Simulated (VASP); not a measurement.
# HfSiO4 (I4_1/amd) in VASP: a series of runs, part 3 of 3

VASP 6.6.1. Earlier steps stand in the parts before.

## Step 5: Electric field gradients, r2SCAN

The input, POSCAR:

```
HfSiO4
1.0
   -3.2862500000      3.2862500000      2.9816000000
    3.2862500000     -3.2862500000      2.9816000000
    3.2862500000      3.2862500000     -2.9816000000
Hf Si O
2 2 8
Direct
    0.7500000000      0.2500000000      0.5000000000
    0.0000000000      0.0000000000      0.0000000000
    0.2500000000      0.7500000000      0.5000000000
    0.5000000000      0.5000000000      0.0000000000
    0.1340001784      0.3192780827      0.8147220957
    0.0692780827      0.7545559870      0.6852779043
    0.5045559870      0.3192780827      0.1852779043
    0.0692780827      0.3840001784      0.3147220957
    0.6159998216      0.9307219173      0.6852779043
    0.6807219173      0.8659998216      0.1852779043
    0.2454440130      0.9307219173      0.3147220957
    0.6807219173      0.4954440130      0.8147220957
```

The input, INCAR.step1:

```
SYSTEM = HfSiO4
ALGO = Normal ; EDIFF = 1E-4
ENCUT = 520 ; GGA = PE
ISMEAR = -1 ; LASPH = .True.
LCHARG = .False. ; LREAL = .False.
LWAVE = .True. ; NBANDS = 50
NELM = 80 ; PREC = Accurate
SIGMA = 0.02
```

The input, INCAR.step2:

```
SYSTEM = HfSiO4
ALGO = Normal ; EDIFF = 1E-8
ENCUT = 520 ; ISIF = 2
ISMEAR = -1 ; ISTART = 1
LASPH = .True. ; LCHARG = .False.
LEFG = .True. ; LMIXTAU = .True.
LREAL = .False. ; LWAVE = .False.
METAGGA = R2SCAN ; NBANDS = 50
NELM = 80 ; PREC = Accurate
SIGMA = 0.02
```

The input, KPOINTS:

```
k-points
0
Gamma
  7 7 7
  0 0 0
```

Potentials or basis: VASP PAW PBE potentials, release 64 (Hf_pv, Si, O).

On the command line:

```sh
cat potpaw_PBE.64/Hf_pv/POTCAR potpaw_PBE.64/Si/POTCAR potpaw_PBE.64/O/POTCAR > POTCAR
cp INCAR.step1 INCAR
mpirun -np 1 vasp_std > vasp.out
cp INCAR.step2 INCAR
mpirun -np 1 vasp_std > vasp.out
```

OUTCAR:

```text
SYSTEM = HfSiO4
   EDIFF = 1E-8
   ENCUT = 520
   ISIF = 2
   ISMEAR = -1
   ISTART = 1
   LASPH = .True.
   LREAL = .False.
   METAGGA = R2SCAN
   NELM = 80
   PREC = Accurate

 ion  position               nearest neighbor table
   1  0.750  0.250  0.500-   5 2.11   7 2.11  10 2.11  12 2.11   8 2.26   9 2.26   6 2.26  11 2.26
                             3 2.98   3 2.98   2 3.61   2 3.61   2 3.61   2 3.61
   2  0.000  0.000  0.000-   6 2.11   8 2.11   9 2.11  11 2.11  10 2.26   5 2.26   7 2.26  12 2.26
                             4 2.98   4 2.98   1 3.61   1 3.61   1 3.61   1 3.61
   3  0.250  0.750  0.500-   6 1.63  11 1.63   9 1.63   8 1.63   1 2.98   1 2.98
   4  0.500  0.500  0.000-   7 1.63  12 1.63  10 1.63   5 1.63   2 2.98   2 2.98
   5  0.134  0.319  0.815-   4 1.63   1 2.11   2 2.26
   6  0.069  0.755  0.685-   3 1.63   2 2.11   1 2.26
   7  0.505  0.319  0.185-   4 1.63   1 2.11   2 2.26
   8  0.069  0.384  0.315-   3 1.63   2 2.11   1 2.26
   9  0.616  0.931  0.685-   3 1.63   2 2.11   1 2.26
  10  0.681  0.866  0.185-   4 1.63   1 2.11   2 2.26
  11  0.245  0.931  0.315-   3 1.63   2 2.11   1 2.26
  12  0.681  0.495  0.815-   4 1.63   1 2.11   2 2.26

  LATTYP: Found a body centered tetragonal cell.
 ALAT       =     6.5725000000
 C/A-ratio  =     0.9072955496

  Lattice vectors:

 A1 = (  -3.2862500000,   3.2862500000,   2.9816000000)
 A2 = (   3.2862500000,  -3.2862500000,   2.9816000000)
 A3 = (   3.2862500000,   3.2862500000,  -2.9816000000)

Analysis of symmetry for initial positions (statically):
=====================================================================
 Subroutine PRICEL returns:
 Original cell was already a primitive cell.

 Routine SETGRP: Setting up the symmetry group for a
 body centered tetragonal supercell.

 Subroutine GETGRP returns: Found 16 space group operations
 (whereof  8 operations were pure point group operations)
 out of a pool of 16 trial point group operations.

The static configuration has the point symmetry D_2d.
 The point group associated with its full space group is D_4h.

Analysis of symmetry for dynamics (positions and initial velocities):
=====================================================================
 Subroutine PRICEL returns:
 Original cell was already a primitive cell.

 Routine SETGRP: Setting up the symmetry group for a
 body centered tetragonal supercell.

 Subroutine GETGRP returns: Found 16 space group operations
 (whereof  8 operations were pure point group operations)
 out of a pool of 16 trial point group operations.

The dynamic configuration has the point symmetry D_2d.
 The point group associated with its full space group is D_4h.

 Subroutine INISYM returns: Found 16 space group operations
 (whereof  8 operations are pure point group operations),
 and found     1 'primitive' translations

----------------------------------------------------------------------------------------

                                     Primitive cell

  volume of cell :     128.7984

  direct lattice vectors                    reciprocal lattice vectors
[... 163 lines left out ...]
  band No.  band energies     occupation
      1     -27.3539      2.00000
      2     -27.3539      2.00000
      3     -27.2911      2.00000
      4     -27.2721      2.00000
      5     -27.1671      2.00000
      6     -27.1671      2.00000
[... 1261 lines left out ...]
     49      13.0969      0.00000
     50      13.3620      0.00000

 [... further k-points ...]

------------------------ aborting loop because EDIFF is reached ----------------------------------------

  FORCE on cell =-STRESS in cart. coord.  units (eV):
  Direction    XX          YY          ZZ          XY          YZ          ZX
  --------------------------------------------------------------------------------------
  -------------------------------------------------------------------------------------
  Total       -1.1497609     -1.1497609     -0.5524979      0.0000000     -0.0000000      0.0000000
  in kB      -14.3023551    -14.3023551     -6.8727510      0.0000000     -0.0000000      0.0000000
  external PRESSURE =     -11.8258204 kB  Pullay stress =       0.0000000 kB

 VOLUME and BASIS-vectors are now :
 -----------------------------------------------------------------------------
  energy-cutoff  :      520.00
  volume of cell :      128.80
      direct lattice vectors                 reciprocal lattice vectors
    -3.286250000  3.286250000  2.981600000     0.000000000  0.152149106  0.167695197
     3.286250000 -3.286250000  2.981600000     0.152149106  0.000000000  0.167695197
     3.286250000  3.286250000 -2.981600000     0.152149106  0.152149106  0.000000000

 POSITION                                       TOTAL-FORCE (eV/Angst)
 -----------------------------------------------------------------------------------
     -0.00000      3.28625      1.49080        -0.000000      0.000000      0.000000
      0.00000      0.00000      0.00000        -0.000000      0.000000      0.000000
      3.28625     -0.00000      1.49080        -0.000000      0.000000      0.000000
      0.00000      0.00000      2.98160        -0.000000      0.000000      0.000000
      3.28625      2.06851     -1.07768        -0.000000      0.064654      0.023154
      4.50399      0.00000      0.41312        -0.064654      0.000000      0.023154
     -0.00000      1.21774      1.90392         0.000000     -0.064654      0.023154
      2.06851      0.00000      0.41312         0.064654      0.000000      0.023154
      3.28625      1.21774      2.56848        -0.000000     -0.064654     -0.023154
      1.21774      0.00000      4.05928        -0.064654      0.000000     -0.023154
      3.28625     -1.21774      2.56848        -0.000000      0.064654     -0.023154
      2.06851      3.28625      1.07768         0.064654     -0.000000     -0.023154
 -----------------------------------------------------------------------------------
    total drift:                               -0.000000     -0.000000      0.000000

  FREE ENERGIE OF THE ION-ELECTRON SYSTEM (eV)
  ---------------------------------------------------
  free  energy   TOTEN  =      -197.6495872360 eV

  energy  without entropy=     -197.6495872360  energy(sigma->0) =     -197.64958724

 Electric field gradients (V/A^2)
---------------------------------------------------------------------
 ion       V_xx      V_yy      V_zz      V_xy      V_xz      V_yz
---------------------------------------------------------------------
   1     -65.868   -65.868   131.737     0.000     0.000     0.000
   2     -65.868   -65.868   131.737     0.000     0.000     0.000
   3      11.581    11.581   -23.162    -0.000    -0.000    -0.000
   4      11.581    11.581   -23.162    -0.000    -0.000    -0.000
   5     -41.608    21.469    20.140    -0.001    -0.001    23.991
   6      21.469   -41.608    20.140    -0.001   -23.994    -0.001
   7     -41.608    21.469    20.140    -0.001    -0.001   -23.994
   8      21.469   -41.608    20.140    -0.001    23.991    -0.001
   9     -41.608    21.469    20.140    -0.001    -0.001    23.991
  10      21.469   -41.608    20.140    -0.001    23.991    -0.001
  11     -41.608    21.469    20.140    -0.001    -0.001   -23.994
  12      21.469   -41.608    20.140    -0.001   -23.994    -0.001
---------------------------------------------------------------------

 Electric field gradients after diagonalization (V/A^2)
 (convention: |V_zz| > |V_xx| > |V_yy|)
----------------------------------------------------------------------
 ion       V_xx      V_yy      V_zz     asymmetry (V_yy - V_xx)/ V_zz
----------------------------------------------------------------------
   1     -65.869   -65.868   131.737       0.000
   2     -65.869   -65.868   131.737       0.000
   3      11.581    11.581   -23.162       0.000
   4      11.581    11.581   -23.162       0.000
   5     -41.608    -3.196    44.805       0.857
   6     -41.608    -3.199    44.807       0.857
   7     -41.608    -3.199    44.807       0.857
   8     -41.608    -3.196    44.805       0.857
   9     -41.608    -3.196    44.805       0.857
  10     -41.608    -3.196    44.805       0.857
  11     -41.608    -3.199    44.807       0.857
  12     -41.608    -3.199    44.807       0.857
----------------------------------------------------------------------

           NMR quadrupolar parameters

 Cq : quadrupolar parameter    Cq=e*Q*V_zz/h
 eta: asymmetry parameters     (V_yy - V_xx)/ V_zz
 Q  : nuclear electric quadrupole moment in mb (millibarn)
----------------------------------------------------------------------
 ion       Cq(MHz)       eta       Q (mb)
----------------------------------------------------------------------
   1       0.319       0.000       1.000
   2       0.319       0.000       1.000
   3      -0.056       0.000       1.000
   4      -0.056       0.000       1.000
   5       0.108       0.857       1.000
   6       0.108       0.857       1.000
   7       0.108       0.857       1.000
   8       0.108       0.857       1.000
   9       0.108       0.857       1.000
  10       0.108       0.857       1.000
  11       0.108       0.857       1.000
  12       0.108       0.857       1.000
----------------------------------------------------------------------
```

It took 43 min on 1 thread of Intel Xeon 8259CL, shared host; peak memory 0.42 GiB.

Results:

- Free energy: -197.6496 eV
- Pressure: -1.2 GPa
- Largest force: 0.069 eV/Å
- Band gap on the k mesh: 5.99 eV (least direct gap 6.37 eV)
- Largest electric field gradient by atom: Hf +131.7; Si -23.2; O +44.8 V/Å²

Forces in eV/Å, atoms in the order of the input:
```
Hf   0.000  0.000  0.000
Hf   0.000  0.000  0.000
Si   0.000  0.000  0.000
Si   0.000  0.000  0.000
O    0.000  0.065  0.023
O   -0.065  0.000  0.023
O    0.000 -0.065  0.023
O    0.065  0.000  0.023
O    0.000 -0.065 -0.023
O   -0.065  0.000 -0.023
O    0.000  0.065 -0.023
O    0.065  0.000 -0.023
```

Electric field gradients, principal values (V/Å²):
| atom | least | middle | greatest (by size) |
| --- | --- | --- | --- |
| 1 Hf | -65.868 | -65.869 | 131.737 |
| 2 Hf | -65.868 | -65.869 | 131.737 |
| 3 Si | 11.581 | 11.581 | -23.162 |
| 4 Si | 11.581 | 11.581 | -23.162 |
| 5 O | -3.196 | -41.608 | 44.805 |
| 6 O | -3.199 | -41.608 | 44.807 |
| 7 O | -3.199 | -41.608 | 44.807 |
| 8 O | -3.196 | -41.608 | 44.805 |
| 9 O | -3.196 | -41.608 | 44.805 |
| 10 O | -3.196 | -41.608 | 44.805 |
| 11 O | -3.199 | -41.608 | 44.807 |
| 12 O | -3.199 | -41.608 | 44.807 |

Caveat: without QUAD_EFG the Cq values of the log hold for a quadrupole moment of 1 mb, not for the nuclei; the PAW data sets were made with another functional, which shifts forces and pressure a little; spin-orbit coupling is left out, which moves the levels of the heavy elements. A k mesh can miss the band edges.

## Step 6: Overview

```tsv
level	potentials or basis	cell	gap on the mesh (eV)	pressure (GPa)	largest force (eV/Å)
PBE	VASP PAW PBE potentials, release 64 (Hf_pv, Si, O)	as given, atomic positions A	5.39	5.8	0.53
LDA	VASP PAW LDA potentials, release 64 (Hf_pv, Si, O)	as given, atomic positions B	5.24	-6.4	0.24
PBEsol	VASP PAW PBE potentials, release 64 (Hf_pv, Si, O)	as given, atomic positions B	5.33	-0.5	0.35
r2SCAN	VASP PAW PBE potentials, release 64 (Hf_pv, Si, O)	as given, atomic positions B	5.99	-1.2	0.07
```

Alike in all rows: task electric field gradients; no spin polarisation; k mesh 7 × 7 × 7; cutoff (eV) 520; smearing fermi-dirac 0.02 eV.

Caveats: spin-orbit coupling is left out, which moves the levels of the heavy elements; the PAW data sets were made with another functional, which shifts forces and pressure a little (at least some runs); the cell stands under pressure (at least some runs); the cell stands under tension (at least some runs).

Total energies depend on the potentials used, so only differences within one code and one set of settings carry meaning.
